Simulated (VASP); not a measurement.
# Cr (P6/mmm) in VASP: notebook

Runs on Cr. Level: PBE. Tasks: single point, relaxation of cell and atoms.

Program: VASP 6.6.1. These are calculated values, not measurements. Logs are shortened: lines on timing, memory, paths and dates and some standing lists are left out, and cuts for length are marked.

**1. The cell of the first run**

The structure is hexagonal, space group P6/mmm (No. 191). Conventional cell: a = 2.497 Å, b = 2.497 Å, c = 2.288 Å, α = 90.00°, β = 90.00°, γ = 120.00°. Within 3.0 Å of Cr (site symmetry 6/mmm) lie 8 Cr at 2.29 to 2.50 Å.

This isn't the form of Cr at room conditions, which is bcc.

**2. Single point, PBE**

Input file INCAR:

```
PREC = Accurate
ENCUT = 520
EDIFF = 1E-7
ISMEAR = 0
SIGMA = 0.1
LREAL = False
LASPH = True
NELM = 60
ALGO = Normal
ISIF = 2
LWAVE = False
LCHARG = False
GGA = PE
NBANDS = 12
```

Input file KPOINTS:

```
Automatic mesh
0
Gamma
  9 9 8
```

Input file POSCAR:

```
Cr
1.0
    2.4973049706      0.0000000000      0.0000000000
   -1.2486524853      2.1627295455      0.0000000000
    0.0000000000      0.0000000000      2.2877652940
Cr
1
Direct
    0.0000000000      0.0000000000      0.0000000000
```

Potentials or basis: VASP PAW PBE potentials, release 64 (Cr_pv).

Launch:

```sh
cat potpaw_PBE.64/Cr_pv/POTCAR > POTCAR
mpirun -np 1 vasp_std > vasp.out
```

OUTCAR:

```text
PREC = Accurate
   ENCUT = 520
   EDIFF = 1E-7
   ISMEAR = 0
   LREAL = False
   LASPH = True
   NELM = 60
   ISIF = 2
   GGA = PE

 ion  position               nearest neighbor table
   1  0.000  0.000  0.000-

  LATTYP: Found a hexagonal cell.
 ALAT       =     2.4973049706
 C/A-ratio  =     0.9160936774

  Lattice vectors:

 A1 = (   2.4973049706,   0.0000000000,   0.0000000000)
 A2 = (  -1.2486524853,   2.1627295455,   0.0000000000)
 A3 = (   0.0000000000,   0.0000000000,   2.2877652940)

Analysis of symmetry for initial positions (statically):
=====================================================================
 Subroutine PRICEL returns:
 Original cell was already a primitive cell.

 Routine SETGRP: Setting up the symmetry group for a
 hexagonal supercell.

 Subroutine GETGRP returns: Found 24 space group operations
 (whereof 24 operations were pure point group operations)
 out of a pool of 24 trial point group operations.

The static configuration has the point symmetry D_6h.

Analysis of symmetry for dynamics (positions and initial velocities):
=====================================================================
 Subroutine PRICEL returns:
 Original cell was already a primitive cell.

 Routine SETGRP: Setting up the symmetry group for a
 hexagonal supercell.

 Subroutine GETGRP returns: Found 24 space group operations
 (whereof 24 operations were pure point group operations)
 out of a pool of 24 trial point group operations.

The dynamic configuration has the point symmetry D_6h.

 Subroutine INISYM returns: Found 24 space group operations
 (whereof 24 operations are pure point group operations),
 and found     1 'primitive' translations

----------------------------------------------------------------------------------------

                                     Primitive cell

  volume of cell :      12.3562

  direct lattice vectors                    reciprocal lattice vectors
     2.497304971  0.000000000  0.000000000     0.400431670  0.231189332  0.000000000
    -1.248652485  2.162729545  0.000000000     0.000000000  0.462378665  0.000000000
     0.000000000  0.000000000  2.287765294     0.000000000  0.000000000  0.437107776

  length of vectors
     2.497304971  2.497304971  2.287765294     0.462378665  0.462378665  0.437107776

  position of ions in fractional coordinates (direct lattice)
     0.000000000  0.000000000  0.000000000

  ion indices of the primitive-cell ions
   primitive index   ion index
                 1           1

----------------------------------------------------------------------------------------

 KPOINTS: Automatic mesh

Automatic generation of k-mesh.
 Grid dimensions read from file:
 generate k-points for:    9    9    8

 Generating k-lattice:

  Cartesian coordinates                     Fractional coordinates (reciprocal lattice)
     0.044492408  0.025687704  0.000000000     0.111111111 -0.000000000  0.000000000
     0.000000000  0.051375407  0.000000000     0.000000000  0.111111111  0.000000000
     0.000000000  0.000000000  0.054638472     0.000000000  0.000000000  0.125000000

  Length of vectors
     0.051375407  0.051375407  0.054638472

  Shift w.r.t. Gamma in fractional coordinates (k-lattice)
     0.000000000  0.000000000  0.000000000

 Subroutine IBZKPT returns following result:
 ===========================================

 Found     60 irreducible k-points:

 Following reciprocal coordinates:
            Coordinates               Weight
  0.000000  0.000000  0.000000      1.000000
  0.111111 -0.000000  0.000000      6.000000
  0.222222  0.000000  0.000000      6.000000
  0.333333  0.000000  0.000000      6.000000
  0.444444  0.000000  0.000000      6.000000
  0.111111  0.111111  0.000000      6.000000
[... 16 lines left out ...]
  0.333333  0.222222  0.125000     24.000000
  0.333333  0.333333  0.125000      4.000000
 [... further k-points ...]
   k-points           NKPTS =     60   k-points in BZ     NKDIM =     60   number of bands    NBANDS=     12
   number of dos      NEDOS =    301   number of ions     NIONS =      1
   total plane-waves  NPLWV =   7200
   dimension x,y,z NGX =    20 NGY =   20 NGZ =   18
   dimension x,y,z NGXF=    40 NGYF=   40 NGZF=   36
   ions per type =               1
   NGX,Y,Z   is equivalent  to a cutoff of  13.31, 13.31, 13.08 a.u.
   NGXF,Y,Z  is equivalent  to a cutoff of  26.63, 26.63, 26.16 a.u.
 SYSTEM =  unknown system
   PREC   = accura    normal or accurate (medium, high low for compatibility)
   ISTART =      0    job   : 0-new  1-cont  2-samecut
   ICHARG =      2    charge: 1-file 2-atom 10-const
   ISPIN  =      1    spin polarized calculation?
   LNONCOLLINEAR =      F non collinear calculations
   LSORBIT =      F    spin-orbit coupling
   LASPH  =      T    aspherical Exc in radial PAW
   ENCUT  =  520.0 eV  38.22 Ry    6.18 a.u.   4.64  4.64  4.25*2*pi/ulx,y,z
   NELM   =     60;   NELMIN=  2; NELMDL= -5     # of ELM steps
   EDIFF  = 0.1E-06   stopping-criterion for ELM
   LREAL  =      F    real-space projection
   EDIFFG = 0.1E-05   stopping-criterion for IOM
   NSW    =      0    number of steps for IOM
   IBRION =     -1    ionic relax: 0-MD 1-quasi-New 2-CG
   NFREE  =      0    steps in history (QN), initial steepest desc. (CG)
   ISIF   =      2    stress and relaxation
   ISYM   =      2    0-nonsym 1-usesym 2-fastsym
   POTIM  = 0.5000    time-step for ionic-motion
   TEBEG  =    0.0;   TEEND  =   0.0 temperature during run
   PSTRESS=    0.0 pullay stress
   NELECT =      12.0000    total number of electrons
   NUPDOWN=      -1.0000    fix difference up-down
   EMIN   =  10.00;   EMAX   =-10.00  energy-range for DOS
   EFERMI =   0.00;   METHOD = LEGACY
   ISMEAR =     0;   SIGMA  =   0.10  broadening in eV -4-tet -1-fermi 0-gaus
   EFERMI_NEDOS =   21; number of points for ismear=-14 and -15
   IALGO  =     38    algorithm
   IMIX   =      4    mixing-type and parameters
     AMIX     =   0.40;   BMIX     =  1.00
     AMIX_MAG =   1.60;   BMIX_MAG =  1.00
  volume/ion in A,a.u.               =      12.36        83.38
  Fermi-wavevector in a.u.,A,eV,Ry     =   1.621213  3.063649 35.760636  2.628333
  Thomas-Fermi vector in A             =   2.715026
   LORBIT       =      0    0 simple, 1 ext, 2 COOP (PROOUT), +10 PAW based schemes
   GGA     = PE    functional components
   LHFCALC =     F    Hartree Fock is set to
   AEXX    =    0.0000 exact exchange contribution
   IVDW    =     0    specifies the selected vdW correction
   LEPSILON=     F    determine dielectric tensor
   LRPA    =     F    only Hartree local field effects (RPA)
 non-spin polarized calculation
 Gauss-broadening in eV      SIGMA  =   0.10
  energy-cutoff  :      520.00
  volume of cell :       12.36
 maximum number of plane-waves:       341
 NGX is ok and might be reduce to    20
   NGX =  9   NGY =  9   NGZ =  9

 number of electron      11.9999994 magnetization

 Free energy of the ion-electron system (eV)
  ---------------------------------------------------
  ext. energy  EPLUGINS =         0.00000000
  ---------------------------------------------------
  free energy    TOTEN  =        -8.73406236 eV

  energy without entropy =       -8.72347857  energy(sigma->0) =       -8.72877047

 E-fermi :  10.0470     XC(G=0): -13.2024

 val. band max:       10.0444623366   @ k =   0.0000   0.0000   0.3750
 cond. band min:      10.0564054088   @ k =   0.4444   0.0000   0.0000
 fundamental gap:      0.0119430722
 Fermi energy:        10.0469551170

 k-point     1 :       0.0000    0.0000    0.0000
  band No.  band energies     occupation
      1     -32.4629      2.00000
      2     -32.4629      2.00000
      3     -32.3767      2.00000
      4       2.5600      2.00000
      5       6.8558      2.00000
      6       9.5264      2.00000
      7       9.5264      2.00000
      8      12.6429      0.00000
      9      12.6429      0.00000
     10      17.5786      0.00000
     11      29.2059      0.00000
     12      30.6493      0.00000

 k-point     2 :       0.1111   -0.0000    0.0000
  band No.  band energies     occupation
      1     -32.5639      2.00000
      2     -32.4855      2.00000
      3     -32.3666      2.00000
      4       3.0204      2.00000
      5       6.9982      2.00000
      6       9.2241      2.00000
      7       9.8346      1.99733
      8      12.4205      0.00000
      9      12.6030      0.00000
     10      17.5784      0.00000
     11      28.6840      0.00000
     12      31.3352      0.00000

 k-point     3 :       0.2222    0.0000    0.0000
  band No.  band energies     occupation
      1     -32.8155      2.00000
      2     -32.5424      2.00000
      3     -32.3409      2.00000
      4       4.2465      2.00000
      5       7.3095      2.00000
      6       8.6837      2.00000
      7      10.6750      0.00000
      8      11.8971      0.00000
      9      12.5029      0.00000
     10      17.5779      0.00000
     11      25.6189      0.00000
     12      30.3947      0.00000
[... 286 lines left out ...]
 k-point    23 :       0.3333    0.2222    0.1250
  band No.  band energies     occupation
      1     -33.1441      2.00000
      2     -32.8368      2.00000
      3     -32.4576      2.00000
      4       7.3789      2.00000
      5       8.1485      2.00000
      6       8.5291      2.00000
      7      10.9581      0.00000
      8      11.3445      0.00000
      9      15.4112      0.00000
     10      17.5701      0.00000
     11      19.2455      0.00000
     12      21.7633      0.00000

 k-point    24 :       0.3333    0.3333    0.1250
  band No.  band energies     occupation
      1     -33.0208      2.00000
      2     -33.0208      2.00000
      3     -32.4518      2.00000
      4       8.0200      2.00000
      5       8.0200      2.00000
      6       8.4636      2.00000
      7      10.9901      0.00000
      8      10.9901      0.00000
      9      17.5653      0.00000
     10      17.8962      0.00000
     11      17.8962      0.00000
     12      19.5860      0.00000

 [... further k-points ...]

------------------------ aborting loop because EDIFF is reached ----------------------------------------

  FORCE on cell =-STRESS in cart. coord.  units (eV):
  Direction    XX          YY          ZZ          XY          YZ          ZX
  --------------------------------------------------------------------------------------
  -------------------------------------------------------------------------------------
  Total       -0.0208952     -0.0208952     -0.0225426      0.0000000     -0.0000000      0.0000000
  in kB       -2.7093906     -2.7093906     -2.9230028      0.0000000     -0.0000000      0.0000000
  external PRESSURE =      -2.7805946 kB  Pullay stress =       0.0000000 kB

 VOLUME and BASIS-vectors are now :
 -----------------------------------------------------------------------------
  energy-cutoff  :      520.00
  volume of cell :       12.36
      direct lattice vectors                 reciprocal lattice vectors
     2.497304971  0.000000000  0.000000000     0.400431670  0.231189332  0.000000000
    -1.248652485  2.162729545  0.000000000     0.000000000  0.462378665  0.000000000
     0.000000000  0.000000000  2.287765294     0.000000000  0.000000000  0.437107776

 POSITION                                       TOTAL-FORCE (eV/Angst)
 -----------------------------------------------------------------------------------
      0.00000      0.00000      0.00000         0.000000      0.000000      0.000000
 -----------------------------------------------------------------------------------
    total drift:                                0.000000      0.000000     -0.000000

  FREE ENERGIE OF THE ION-ELECTRON SYSTEM (eV)
  ---------------------------------------------------
  free  energy   TOTEN  =        -8.7340623612 eV

  energy  without entropy=       -8.7234785691  energy(sigma->0) =       -8.72877047
```

Run time: 5.9 s. Hardware: 1 thread of Intel Xeon Platinum 8488C (Sapphire Rapids), shared host; peak memory 0.12 GiB.

What came out:

```yaml
Free_energy: -8.7341 eV
Pressure: -0.3 GPa
Band_gap_on_the_k_mesh: zero (bands 6 and 7 overlap by 0.72 eV)
```

Caveat: an empty level that is flat over the whole mesh can mark a ghost state of the potentials, or a narrow d or f band; the run has no spin polarisation, though such a crystal can be magnetic.

**3. Relaxation of cell and atoms, PBE**

This run uses another cell than the first one, of 13.30 Å³/atom.

Input file INCAR:

```
PREC     = Accurate       # precision mode
ENCUT    = 600            # plane-wave cutoff, eV
EDIFF    = 1E-6           # SCF threshold, eV
ISMEAR   = 0              # smearing method
SIGMA    = 0.1            # smearing width, eV
LREAL    = F              # projectors in reciprocal space
LASPH    = T              # aspherical terms in the spheres
NELM     = 100            # most SCF steps
ALGO     = Normal         # electronic algorithm
ISIF     = 3              # what is computed and relaxed
LWAVE    = F              # write WAVECAR
LCHARG   = F              # write CHGCAR
GGA      = PE             # functional
IBRION   = 2              # ionic algorithm
NSW      = 90             # ionic steps
EDIFFG   = -0.04          # ionic threshold
```

Input file KPOINTS:

```
regular mesh
0
Gamma
  9 9 8
```

Input file POSCAR:

```
Cr
1.0
    2.5424558388      0.0000000000      0.0000000000
   -1.2712279194      2.2018313444      0.0000000000
    0.0000000000      0.0000000000      2.3756071744
Cr
1
Direct
    0.0000000000      0.0000000000      0.0000000000
```

Potentials or basis: VASP PAW PBE potentials, release 64 (Cr_pv).

Launch:

```sh
cat potpaw_PBE.64/Cr_pv/POTCAR > POTCAR
mpirun -np 1 vasp_std > vasp.out
```

It took 25 s on 1 thread of Intel Xeon Platinum 8488C (Sapphire Rapids), shared host; peak memory 0.13 GiB.

The run converged. Its results:

| Quantity | Value |
| --- | --- |
| Free energy | -8.7347 eV |
| Relaxed volume | 12.33 Å³/atom |
| Relaxed cell | a = 2.495 Å, b = 2.495 Å, c = 2.288 Å, α = 90.00°, β = 90.00°, γ = 120.00° |
| Space group after relaxing (to 0.1 Å) | P6/mmm (No. 191) |
| Energy gained by relaxing | 44.2 meV/atom |
| Ionic steps | 5 |
| Pressure after relaxing | 0.0 GPa |
| Band gap on the k mesh | zero (bands 6 and 7 overlap by 0.72 eV) |

Stress tensor (GPa, compression positive):
```
 0.03  0.00  0.00
 0.00  0.03  0.00
 0.00  0.00 -0.10
```

The path:
```csv
step,energy change (eV),largest force (eV/Å),pressure (GPa),volume (Å³)
1,0.0000,0.0000,-13.14,13.30
2,0.0197,0.0000,21.54,11.31
3,-0.0433,0.0000,-0.07,12.34
4,-0.0433,0.0000,0.25,12.33
5,-0.0442,0.0000,-0.02,12.33
```

Final structure:
```yaml
crystal:
  lattice:
    - [2.49470, 0.00000, 0.00000]
    - [-1.24735, 2.16048, 0.00000]
    - [0.00000, 0.00000, 2.28794]
  atoms:
    - { symbol: Cr, position: [0.00000, 0.00000, 0.00000] }
```

Levels at points of the mesh, in eV from the Fermi level:
| k point | band 2 | band 3 | band 4 | band 5 | band 6 | band 7 | band 8 | band 9 | band 10 |
| --- | --- | --- | --- | --- | --- | --- | --- | --- | --- |
| (0.00, 0.00, 0.00) | -42.51 | -42.43 | -7.50 | -3.20 | -0.52 | -0.52 | 2.60 | 2.60 | 7.53 |
| (0.00, 0.00, 0.50) | -42.39 | -42.39 | -3.06 | -0.54 | 0.09 | 0.09 | 0.50 | 0.50 | 7.53 |

Caveat: the run has no spin polarisation, though such a crystal can be magnetic.

**4. Single point, PBE**

This run uses another cell than the first one, of 12.28 Å³/atom.

Input file INCAR:

```
PREC = Accurate
ENCUT = 520
EDIFF = 1E-7
ISMEAR = 0
SIGMA = 0.1
LREAL = F
LASPH = T
NELM = 80
ALGO = Fast
ISIF = 2
LWAVE = F
LCHARG = F
GGA = PE
NBANDS = 12
```

Input file KPOINTS:

```
Automatic mesh
0
Gamma
  27 27 24
```

Input file POSCAR:

```
Cr
1.0
    2.5171291376      0.0000000000      0.0000000000
   -1.2585645688      2.1798977778      0.0000000000
    0.0000000000      0.0000000000      2.2381721573
Cr
1
Direct
    0.0000000000      0.0000000000      0.0000000000
```

Launch:

```sh
cat potpaw_PBE.64/Cr_pv/POTCAR > POTCAR
mpirun -np 1 vasp_std > vasp.out
```

Wall time 1.8 min (1 thread of Intel Xeon Platinum 8488C (Sapphire Rapids), shared host); peak memory 0.24 GiB.

The run converged. Its results:

- Free energy: -8.7724 eV
- Pressure: -0.2 GPa
- Band gap on the k mesh: zero (bands 6 and 7 overlap by 1.08 eV)

Stress tensor (GPa, compression positive):
```
-0.32  0.00  0.00
 0.00 -0.32  0.00
 0.00  0.00 -0.03
```

Levels at points of the mesh, in eV from the Fermi level:
| k point | band 4 | band 5 | band 6 | band 7 | band 8 | band 9 |
| --- | --- | --- | --- | --- | --- | --- |
| (0.00, 0.00, 0.00) | -7.51 | -3.27 | -0.58 | -0.58 | 2.70 | 2.70 |
| (0.00, 0.00, 0.50) | -2.86 | -0.23 | 0.13 | 0.13 | 0.27 | 0.27 |

Caveat: the run has no spin polarisation, though such a crystal can be magnetic.

[end of part 1 of 2]

The gap in the log of VASP goes by the Fermi energy; the results here count the filled bands.